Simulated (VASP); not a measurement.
AgI: single point with LDA

Crystal: AgI.

```
Ag I
1.0
     4.44014    0.00000    0.00000
    -2.22007    3.84527    0.00000
     0.00000    0.00000    7.42946
Ag I
2 2
Direct
  0.66667 0.33333 0.63079
  0.33333 0.66667 0.13079
  0.66667 0.33333 0.99921
  0.33333 0.66667 0.49921
```

This cell differs from its parent crystal: film at in-plane strain -0.01.

- Program: VASP 6.6.1
- Task: single point
- Functional: LDA
- Potentials or basis: VASP PAW LDA potentials, release 64 (Ag, I)
- Cutoff: 500 eV
- k mesh: 6 × 6 × 4
- Occupations: gaussian, width 0.01 eV
- Spin: no spin polarisation

```
Pressure               : 0.3 GPa
Band gap on the k mesh : 1.11 eV
```

Stress tensor (GPa, compression positive):
```
0.48 0.00 0.00
0.00 0.48 0.00
0.00 0.00 0.01
```

Levels at points of the mesh, in eV from the valence-band top:
| k point | band 14 | band 15 | band 16 | band 17 | band 18 | band 19 | band 20 | band 21 | band 22 | band 23 |
| --- | --- | --- | --- | --- | --- | --- | --- | --- | --- | --- |
| (0.00, 0.00, 0.00) | -0.84 | -0.84 | -0.10 | 0.00 | 0.00 | 1.11 | 2.54 | 5.46 | 5.58 | 5.58 |
| (0.50, 0.00, 0.00) | -2.95 | -2.58 | -2.05 | -1.31 | -0.80 | 3.15 | 3.40 | 4.45 | 5.73 | 5.98 |
| (0.00, 0.00, 0.50) | -2.01 | -0.44 | -0.44 | -0.44 | -0.44 | 2.52 | 2.52 | 5.42 | 5.42 | 5.93 |
| (0.50, 0.00, 0.50) | -3.21 | -1.53 | -1.53 | -1.43 | -1.43 | 2.93 | 2.93 | 4.65 | 4.65 | 7.21 |

Run time: 22 s on 1 thread of Intel(R) Xeon(R) 6975P-C (Granite Rapids) (shared host), peak memory 0.22 GiB.

Caveat: the cell differs from its parent crystal (film at in-plane strain -0.01); spin-orbit coupling is left out, which moves the levels of the heavy elements.
